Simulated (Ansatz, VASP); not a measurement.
**NaF: VASP beside Ansatz**

```
CELL_PARAMETERS angstrom
0.00000 2.28845 2.35815
2.28845 0.00000 2.35815
2.28845 2.28845 0.00000
ATOMIC_POSITIONS crystal
Na 0.00000 0.00000 0.00000
F 0.50000 0.50000 0.50000
```

Change from the starting cell: strain -0.015 along x and y, +0.015 along z, atoms carried along.

Alike in both runs: task single point; functional r2SCAN; k mesh 8 × 8 × 8; occupations gaussian, width 0.05 eV; no spin polarisation.

|  | VASP | Ansatz |
| --- | --- | --- |
| version | VASP 6.6.1 | Ansatz 0.2.0 |
| potentials or method | VASP PAW PBE potentials, release 64 (Na_pv, F), cutoff 520 eV | scalar-relativistic, plane waves, PAW |
| valence electrons in the cell | 14 | 16 |

```csv
,VASP,Ansatz,Ansatz less VASP
gap on the k mesh at the Fermi level (eV),7.21,7.17,-0.037
least direct gap on the mesh (eV),7.21,7.17,-0.037
pressure (GPa),-1.5,-0.8,+0.64
"traceless stress, the component that is largest in VASP (GPa)",-1.48,-1.65,-0.168
```

VASP's potentials were made for PBE, not for r2SCAN. The functional is the same, so the differences come from potentials, cutoffs and numerics. VASP's potentials hold 14 valence electrons a cell and Ansatz's 16, so a difference there can come from the potentials and not from the codes.
